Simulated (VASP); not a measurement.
# CsBr (Pm-3m) in VASP: notebook

CsBr is run at these levels: r2SCAN; tasks: single point, relaxation of cell and atoms.

All numbers are computed with VASP 6.6.1; they aren't measurements. Logs are shortened: lines on timing, memory, paths and dates and some standing lists are left out, and cuts for length are marked.

**1. The cell of the first run**

It takes space group Pm-3m (No. 221, cubic). Conventional cell: a = 4.323 Å, b = 4.323 Å, c = 4.323 Å, α = 90.00°, β = 90.00°, γ = 90.00°. Within 4.9 Å of Cs (site symmetry m-3m) lie 8 Br at 3.74 Å and 6 Cs at 4.32 Å. Br (site symmetry m-3m) has 8 Cs at 3.74 Å and 6 Br at 4.32 Å within 4.9 Å.

**2. Single point, r2SCAN**

File POSCAR:

```
CsBr
1.0
    4.3225920919      0.0000000000      0.0000000000
    0.0000000000      4.3225920919      0.0000000000
    0.0000000000      0.0000000000      4.3225920919
Cs Br
1 1
Direct
    0.0000000000      0.0000000000      0.0000000000
    0.5000000000      0.5000000000      0.5000000000
```

File INCAR.step1:

```
SYSTEM = CsBr
ALGO = Normal
EDIFF = 1E-5
ENCUT = 550
GGA = PE
GGA_COMPAT = .FALSE.
ISMEAR = -1
LASPH = .TRUE.
LCHARG = .FALSE.
LREAL = .FALSE.
LWAVE = .TRUE.
NBANDS = 15
NELM = 120
PREC = Accurate
SIGMA = 0.1
```

File INCAR.step2:

```
SYSTEM = CsBr
ALGO = Normal
EDIFF = 1E-6
ENCUT = 550
GGA_COMPAT = .FALSE.
ISIF = 2
ISMEAR = -1
ISTART = 1
LASPH = .TRUE.
LCHARG = .TRUE.
LELF = .TRUE.
LMIXTAU = .TRUE.
LREAL = .FALSE.
LVHAR = .TRUE.
LWAVE = .FALSE.
METAGGA = R2SCAN
NBANDS = 15
NELM = 120
PREC = Accurate
SIGMA = 0.1
```

File KPOINTS:

```
k-points
0
G
  8 8 8
  0 0 0
```

Potentials or basis: VASP PAW PBE potentials, release 64 (Cs_sv, Br).

On the command line:

```console
$ cat potpaw_PBE.64/Cs_sv/POTCAR potpaw_PBE.64/Br/POTCAR > POTCAR
$ cp INCAR.step1 INCAR
$ mpirun -np 1 vasp_std > vasp.out
$ cp INCAR.step2 INCAR
$ mpirun -np 1 vasp_std > vasp.out
```

OUTCAR:

```text
SYSTEM = CsBr
   EDIFF = 1E-6
   ENCUT = 550
   ISIF = 2
   ISMEAR = -1
   ISTART = 1
   LASPH = .TRUE.
   LREAL = .FALSE.
   METAGGA = R2SCAN
   NELM = 120
   PREC = Accurate

 ion  position               nearest neighbor table
   1  0.000  0.000  0.000-
   2  0.500  0.500  0.500-

  LATTYP: Found a simple cubic cell.
 ALAT       =     4.3225920919

  Lattice vectors:

 A1 = (   4.3225920919,   0.0000000000,   0.0000000000)
 A2 = (   0.0000000000,   4.3225920919,   0.0000000000)
 A3 = (   0.0000000000,   0.0000000000,   4.3225920919)

Analysis of symmetry for initial positions (statically):
=====================================================================
 Subroutine PRICEL returns:
 Original cell was already a primitive cell.

 Routine SETGRP: Setting up the symmetry group for a
 simple cubic supercell.

 Subroutine GETGRP returns: Found 48 space group operations
 (whereof 48 operations were pure point group operations)
 out of a pool of 48 trial point group operations.

The static configuration has the point symmetry O_h .

Analysis of symmetry for dynamics (positions and initial velocities):
=====================================================================
 Subroutine PRICEL returns:
 Original cell was already a primitive cell.

 Routine SETGRP: Setting up the symmetry group for a
 simple cubic supercell.

 Subroutine GETGRP returns: Found 48 space group operations
 (whereof 48 operations were pure point group operations)
 out of a pool of 48 trial point group operations.

The dynamic configuration has the point symmetry O_h .

 Subroutine INISYM returns: Found 48 space group operations
 (whereof 48 operations are pure point group operations),
 and found     1 'primitive' translations

----------------------------------------------------------------------------------------

                                     Primitive cell

  volume of cell :      80.7668

  direct lattice vectors                    reciprocal lattice vectors
     4.322592092  0.000000000  0.000000000     0.231342671  0.000000000  0.000000000
     0.000000000  4.322592092  0.000000000     0.000000000  0.231342671  0.000000000
     0.000000000  0.000000000  4.322592092     0.000000000  0.000000000  0.231342671

  length of vectors
     4.322592092  4.322592092  4.322592092     0.231342671  0.231342671  0.231342671

  position of ions in fractional coordinates (direct lattice)
     0.000000000  0.000000000  0.000000000
     0.500000000  0.500000000  0.500000000

  ion indices of the primitive-cell ions
   primitive index   ion index
                 1           1
                 2           2

----------------------------------------------------------------------------------------

 KPOINTS: k-points

Automatic generation of k-mesh.
 Grid dimensions read from file:
 generate k-points for:    8    8    8

 Generating k-lattice:

  Cartesian coordinates                     Fractional coordinates (reciprocal lattice)
     0.028917834  0.000000000  0.000000000     0.125000000  0.000000000  0.000000000
     0.000000000  0.028917834  0.000000000     0.000000000  0.125000000  0.000000000
     0.000000000  0.000000000  0.028917834     0.000000000  0.000000000  0.125000000

  Length of vectors
     0.028917834  0.028917834  0.028917834

  Shift w.r.t. Gamma in fractional coordinates (k-lattice)
     0.000000000  0.000000000  0.000000000

 Subroutine IBZKPT returns following result:
 ===========================================

 Found     35 irreducible k-points:

 Following reciprocal coordinates:
            Coordinates               Weight
  0.000000  0.000000  0.000000      1.000000
  0.125000  0.000000  0.000000      6.000000
  0.250000  0.000000  0.000000      6.000000
  0.375000  0.000000  0.000000      6.000000
  0.500000  0.000000  0.000000      3.000000
  0.125000  0.125000  0.000000     12.000000
[... 16 lines left out ...]
  0.375000  0.375000  0.125000     24.000000
  0.500000  0.375000  0.125000     24.000000
 [... further k-points ...]
   k-points           NKPTS =     35   k-points in BZ     NKDIM =     35   number of bands    NBANDS=     15
   number of dos      NEDOS =    301   number of ions     NIONS =      2
   total plane-waves  NPLWV =  46656
   dimension x,y,z NGX =    36 NGY =   36 NGZ =   36
   dimension x,y,z NGXF=    72 NGYF=   72 NGZF=   72
   ions per type =               1   1
   NGX,Y,Z   is equivalent  to a cutoff of  13.85, 13.85, 13.85 a.u.
   NGXF,Y,Z  is equivalent  to a cutoff of  27.69, 27.69, 27.69 a.u.
 SYSTEM =  CsBr
   PREC   = accura    normal or accurate (medium, high low for compatibility)
   ISTART =      1    job   : 0-new  1-cont  2-samecut
   ICHARG =      0    charge: 1-file 2-atom 10-const
   ISPIN  =      1    spin polarized calculation?
   LNONCOLLINEAR =      F non collinear calculations
   LSORBIT =      F    spin-orbit coupling
   LASPH  =      T    aspherical Exc in radial PAW
   ENCUT  =  550.0 eV  40.42 Ry    6.36 a.u.   8.27  8.27  8.27*2*pi/ulx,y,z
   NELM   =    120;   NELMIN=  2; NELMDL=  0     # of ELM steps
   EDIFF  = 0.1E-05   stopping-criterion for ELM
   LREAL  =      F    real-space projection
   EDIFFG = 0.1E-04   stopping-criterion for IOM
   NSW    =      0    number of steps for IOM
   IBRION =     -1    ionic relax: 0-MD 1-quasi-New 2-CG
   NFREE  =      0    steps in history (QN), initial steepest desc. (CG)
   ISIF   =      2    stress and relaxation
   ISYM   =      2    0-nonsym 1-usesym 2-fastsym
   POTIM  = 0.5000    time-step for ionic-motion
   TEBEG  =    0.0;   TEEND  =   0.0 temperature during run
   PSTRESS=    0.0 pullay stress
   NELECT =      16.0000    total number of electrons
   NUPDOWN=      -1.0000    fix difference up-down
   EMIN   =  10.00;   EMAX   =-10.00  energy-range for DOS
   EFERMI =   0.00;   METHOD = LEGACY
   ISMEAR =    -1;   SIGMA  =   0.10  broadening in eV -4-tet -1-fermi 0-gaus
   EFERMI_NEDOS =   21; number of points for ismear=-14 and -15
   IALGO  =     38    algorithm
   IMIX   =      4    mixing-type and parameters
     AMIX     =   0.40;   BMIX     =  1.00
     AMIX_MAG =   1.60;   BMIX_MAG =  1.00
  volume/ion in A,a.u.               =      40.38       272.52
  Fermi-wavevector in a.u.,A,eV,Ry     =   0.954342  1.803444 12.391752  0.910768
  Thomas-Fermi vector in A             =   2.083080
   LORBIT       =      0    0 simple, 1 ext, 2 COOP (PROOUT), +10 PAW based schemes
   METAGGA = R2SCAN    functional components
   LHFCALC =     F    Hartree Fock is set to
   AEXX    =    0.0000 exact exchange contribution
   IVDW    =     0    specifies the selected vdW correction
   LEPSILON=     F    determine dielectric tensor
   LRPA    =     F    only Hartree local field effects (RPA)
 non-spin polarized calculation
  energy-cutoff  :      550.00
  volume of cell :       80.77
 maximum number of plane-waves:      2392
 NGX is ok and might be reduce to    36
   NGX = 17   NGY = 17   NGZ = 17

 number of electron      16.0000003 magnetization

 Free energy of the ion-electron system (eV)
  ---------------------------------------------------
  ext. energy  EPLUGINS =         0.00000000
  ---------------------------------------------------
  free energy    TOTEN  =       -42.32548119 eV

  energy without entropy =      -42.32548119  energy(sigma->0) =      -42.32548119

 E-fermi :   1.5647     XC(G=0):  -8.3427

 val. band max:       -0.7841559546   @ k =   0.5000   0.5000   0.0000
 cond. band min:       4.3922913924   @ k =   0.0000   0.0000   0.0000
 fundamental gap:      5.1764473470
 Fermi energy:         1.5647467428

 k-point     1 :       0.0000    0.0000    0.0000
  band No.  band energies     occupation
      1     -21.1271      2.00000
      2     -13.5535      2.00000
      3      -7.3549      2.00000
      4      -7.3549      2.00000
      5      -7.3549      2.00000
      6      -0.7898      2.00000
      7      -0.7898      2.00000
      8      -0.7898      2.00000
      9       4.3923      0.00000
     10       4.6404      0.00000
     11       4.6404      0.00000
     12       8.9587      0.00000
     13       8.9587      0.00000
     14       8.9587      0.00000
     15      11.8770      0.00000

 k-point     2 :       0.1250    0.0000    0.0000
  band No.  band energies     occupation
      1     -21.1197      2.00000
      2     -13.5551      2.00000
      3      -7.4132      2.00000
      4      -7.3409      2.00000
      5      -7.3409      2.00000
      6      -1.0183      2.00000
      7      -0.8164      2.00000
      8      -0.8164      2.00000
      9       4.7417      0.00000
     10       4.7619      0.00000
     11       4.9890      0.00000
     12       8.8631      0.00000
     13       8.8631      0.00000
     14       9.0394      0.00000
     15      10.9862      0.00000

 k-point     3 :       0.2500    0.0000    0.0000
  band No.  band energies     occupation
      1     -21.1017      2.00000
      2     -13.5596      2.00000
      3      -7.5456      2.00000
      4      -7.3066      2.00000
      5      -7.3066      2.00000
      6      -1.4897      2.00000
      7      -0.8820      2.00000
      8      -0.8820      2.00000
      9       5.0283      0.00000
     10       5.6537      0.00000
     11       5.8951      0.00000
     12       8.7158      0.00000
     13       8.7158      0.00000
     14       9.2591      0.00000
     15       9.6686      0.00000
[... 343 lines left out ...]
 k-point    23 :       0.3750    0.3750    0.1250
  band No.  band energies     occupation
      1     -21.0393      2.00000
      2     -13.4730      2.00000
      3      -7.8095      2.00000
      4      -7.7538      2.00000
      5      -7.3050      2.00000
      6      -1.5152      2.00000
      7      -1.3704      2.00000
      8      -0.9807      2.00000
      9       5.6757      0.00000
     10       5.9876      0.00000
     11       7.2804      0.00000
     12       7.5417      0.00000
     13       8.7376      0.00000
     14       9.3354      0.00000
     15      11.1418      0.00000

 k-point    24 :       0.5000    0.3750    0.1250
  band No.  band energies     occupation
      1     -21.0328      2.00000
      2     -13.4592      2.00000
      3      -7.8614      2.00000
      4      -7.7999      2.00000
      5      -7.2934      2.00000
      6      -1.5055      2.00000
      7      -1.4035      2.00000
      8      -0.9697      2.00000
      9       5.5714      0.00000
     10       5.8451      0.00000
     11       7.2648      0.00000
     12       7.3241      0.00000
     13       9.1739      0.00000
     14      10.3360      0.00000
     15      11.1280      0.00000

 [... further k-points ...]

------------------------ aborting loop because EDIFF is reached ----------------------------------------

  FORCE on cell =-STRESS in cart. coord.  units (eV):
  Direction    XX          YY          ZZ          XY          YZ          ZX
  --------------------------------------------------------------------------------------
  -------------------------------------------------------------------------------------
  Total        0.0297290      0.0297290      0.0297290      0.0000000      0.0000000      0.0000000
  in kB        0.5897361      0.5897361      0.5897361      0.0000000      0.0000000      0.0000000
  external PRESSURE =       0.5897361 kB  Pullay stress =       0.0000000 kB

 VOLUME and BASIS-vectors are now :
 -----------------------------------------------------------------------------
  energy-cutoff  :      550.00
  volume of cell :       80.77
      direct lattice vectors                 reciprocal lattice vectors
     4.322592092  0.000000000  0.000000000     0.231342671  0.000000000  0.000000000
     0.000000000  4.322592092  0.000000000     0.000000000  0.231342671  0.000000000
     0.000000000  0.000000000  4.322592092     0.000000000  0.000000000  0.231342671

 POSITION                                       TOTAL-FORCE (eV/Angst)
 -----------------------------------------------------------------------------------
      0.00000      0.00000      0.00000         0.000000      0.000000      0.000000
      2.16130      2.16130      2.16130         0.000000      0.000000      0.000000
 -----------------------------------------------------------------------------------
    total drift:                                0.000000      0.000000      0.000000

  FREE ENERGIE OF THE ION-ELECTRON SYSTEM (eV)
  ---------------------------------------------------
  free  energy   TOTEN  =       -42.3254811939 eV

  energy  without entropy=      -42.3254811938  energy(sigma->0) =      -42.32548119
```

Wall time 3.8 min (1 thread of Intel Xeon 8259CL, shared host); peak memory 0.24 GiB.

Results:

```yaml
Free_energy: -42.3255 eV
Pressure: 0.1 GPa
Band_gap_on_the_k_mesh: 5.18 eV (least direct gap 5.18 eV)
```

Caveat: the PAW data sets were made with another functional, which shifts forces and pressure a little; spin-orbit coupling is left out, which moves the levels of the heavy elements.

**3. Relaxation of cell and atoms, r2SCAN**

This run uses another cell than the first one, of 39.37 Å³/atom.

File POSCAR:

```
CsBr
1.0
    4.2860000000      0.0000000000      0.0000000000
    0.0000000000      4.2860000000      0.0000000000
    0.0000000000      0.0000000000      4.2860000000
Cs Br
1 1
Direct
    0.0000000000      0.0000000000      0.0000000000
    0.5000000000      0.5000000000      0.5000000000
```

File INCAR.step1:

```
ALGO = Normal
EDIFF = 1E-5
EDIFFG = -0.005
ENCUT = 550
GGA = PE
GGA_COMPAT = F
IBRION = 2
ISIF = 3
ISMEAR = -1
LASPH = T
LCHARG = F
LREAL = F
LWAVE = T
NELM = 120
NELMIN = 4
NSW = 100
PREC = Accurate
SIGMA = 0.1
```

File INCAR.step2:

```
ALGO = Normal
EDIFF = 1E-7
EDIFFG = -0.002
ENCUT = 550
GGA_COMPAT = F
IBRION = 2
ISIF = 3
ISMEAR = -1
ISTART = 1
LASPH = T
LCHARG = F
LMIXTAU = T
LREAL = F
LWAVE = F
METAGGA = R2SCAN
NELM = 120
NELMIN = 4
NSW = 100
PREC = Accurate
SIGMA = 0.1
```

File KPOINTS:

```
k-points
0
Gamma
  8 8 8
```

Potentials or basis: VASP PAW PBE potentials, release 64 (Cs_sv, Br).

On the command line:

```console
$ cat potpaw_PBE.64/Cs_sv/POTCAR potpaw_PBE.64/Br/POTCAR > POTCAR
$ cp INCAR.step1 INCAR
$ mpirun -np 1 vasp_std > vasp.out
$ cp INCAR.step2 INCAR
$ mpirun -np 1 vasp_std > vasp.out
```

Wall time 9 min (1 thread of Intel Xeon 8259CL, shared host); peak memory 0.25 GiB.

The run converged. Its results:

```yaml
Free_energy: -42.3254 eV
Relaxed_volume: 40.54 Å³/atom
Relaxed_cell: a = 4.328 Å, b = 4.328 Å, c = 4.328 Å, α = 90.00°, β = 90.00°, γ = 90.00°
Space_group_after_relaxing_to_0.1_Å: Pm-3m (No. 221)
Energy_gained_by_relaxing: 1.7 meV/atom
Ionic_steps: 3
Pressure_after_relaxing: 0.0 GPa
Band_gap_on_the_k_mesh: 5.16 eV (least direct gap 5.17 eV)
```

The path:
| step | energy change (eV) | largest force (eV/Å) | pressure (GPa) | volume (Å³) |
| --- | --- | --- | --- | --- |
| 1 | 0.0000 | 0.0000 | 0.49 | 78.73 |
| 2 | -0.0029 | 0.0000 | 0.19 | 80.10 |
| 3 | -0.0034 | 0.0000 | 0.00 | 81.08 |

Final structure:
```
CELL_PARAMETERS angstrom
4.32812 0.00000 0.00000
0.00000 4.32812 0.00000
0.00000 0.00000 4.32812
ATOMIC_POSITIONS crystal
Cs 0.00000 0.00000 0.00000
Br 0.50000 0.50000 0.50000
```

Levels at points of the mesh, in eV from the valence-band top:
```
           k point  band 5  band 6  band 7  band 8  band 9  band 10  band 11  band 12
(0.00, 0.00, 0.00)   -6.58   -0.01   -0.01   -0.01    5.16     5.43     5.43     9.73
(0.50, 0.00, 0.00)   -6.48   -1.25   -0.19   -0.19    6.43     7.82     8.33     8.94
(0.50, 0.50, 0.00)   -6.42   -0.58   -0.58    0.00    5.83     6.10     7.84     7.84
(0.50, 0.50, 0.50)   -6.96   -1.11   -1.11   -1.11    8.86     8.86     8.86     9.75
```

Caveat: the PAW data sets were made with another functional, which shifts forces and pressure a little; spin-orbit coupling is left out, which moves the levels of the heavy elements. Zero-point motion and thermal expansion aren't in these numbers.
